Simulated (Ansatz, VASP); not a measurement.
Two plane-wave programs on GeCl2

File INCAR:

```
SYSTEM = GeCl2
PREC = Accurate ; ENCUT = 600
EDIFF = 1E-6 ; ISMEAR = 0
SIGMA = 0.02 ; LREAL = .FALSE.
LASPH = .TRUE. ; NELM = 60
ALGO = Normal ; ISIF = 3
LWAVE = .FALSE. ; LCHARG = .FALSE.
GGA = PE ; IVDW = 12
IBRION = 2 ; NSW = 100
EDIFFG = -0.01
```

File KPOINTS:

```
regular mesh
0
G
  9 9 2
  0 0 0
```

The input POSCAR:

```
GeCl2
1.0
    3.8771511919      0.0000000000      0.0000000000
   -1.9385755960      3.3577114265      0.0000000000
    0.0000000000      0.0000000000     13.1836837287
Ge Cl
2 4
Direct
    0.0000000000      0.0000000000      0.0000000000
    0.0000000000      0.0000000000      0.5000000000
    0.6666666667      0.3333333333      0.1133486285
    0.3333333333      0.6666666667      0.8866513715
    0.6666666667      0.3333333333      0.3866513715
    0.3333333333      0.6666666667      0.6133486285
```

Input for Ansatz:

```yaml
crystal:
  lattice:
    - [3.8771511919, 0.0, 0.0]
    - [-1.938575596, 3.3577114265, 0.0]
    - [0.0, 0.0, 13.1836837287]
  atoms:
    - { symbol: Ge, position: [0.0, 0.0, 0.0] }
    - { symbol: Ge, position: [0.0, 0.0, 0.5] }
    - { symbol: Cl, position: [0.6666666667, 0.3333333333, 0.1133486285] }
    - { symbol: Cl, position: [0.3333333333, 0.6666666667, 0.8866513715] }
    - { symbol: Cl, position: [0.6666666667, 0.3333333333, 0.3866513715] }
    - { symbol: Cl, position: [0.3333333333, 0.6666666667, 0.6133486285] }
basis:
  ecutwfc: 420
kpoints:
  mp_grid: { grid: [9, 9, 2] }
hamiltonian:
  xc: pbe
  dispersion: d3bj
scf:
  occupations: { method: gaussian, width: 0.02 }
output:
  forces: true
  stress: true
  eigenvalues: true
  write_density: true
  write_potential: true
  elf: true
  volumetric_format: npy
relax:
  adjacent_minimum: "off"
  f_tol: 0.01
  max_steps: 80
  cell: { stress_tol: 0.05 }
```

Alike in both runs: task relaxation of cell and atoms; functional PBE; dispersion D3(BJ); k mesh 9 × 9 × 2; occupations gaussian, width 0.02 eV; no spin polarisation.

|  | VASP | Ansatz |
| --- | --- | --- |
| version | VASP 6.6.1 | Ansatz 0.2.0 |
| potentials or method | VASP PAW PBE potentials, release 64 (Ge_d, Cl), cutoff 600 eV | scalar-relativistic, plane waves, PAW |
| valence electrons in the cell | 56 | 56 |

|  | VASP | Ansatz | Ansatz less VASP |
| --- | --- | --- | --- |
| gap on the k mesh at the Fermi level, each at its own relaxed structure (eV) | 2.58 | 2.57 | -0.003 |
| relaxed volume (Å³/atom) | 28.60 | 28.60 | 0.000 |
| relaxed length of the cell vector where the two differ most in proportion (Å) | 3.877 | 3.877 | 0.0000 |

Ansatz's warnings: dispersion switch in reach, relaxed geometry near dispersion switch.

Noted on VASP's run: the relaxation stopped at its first step, so nothing moved.
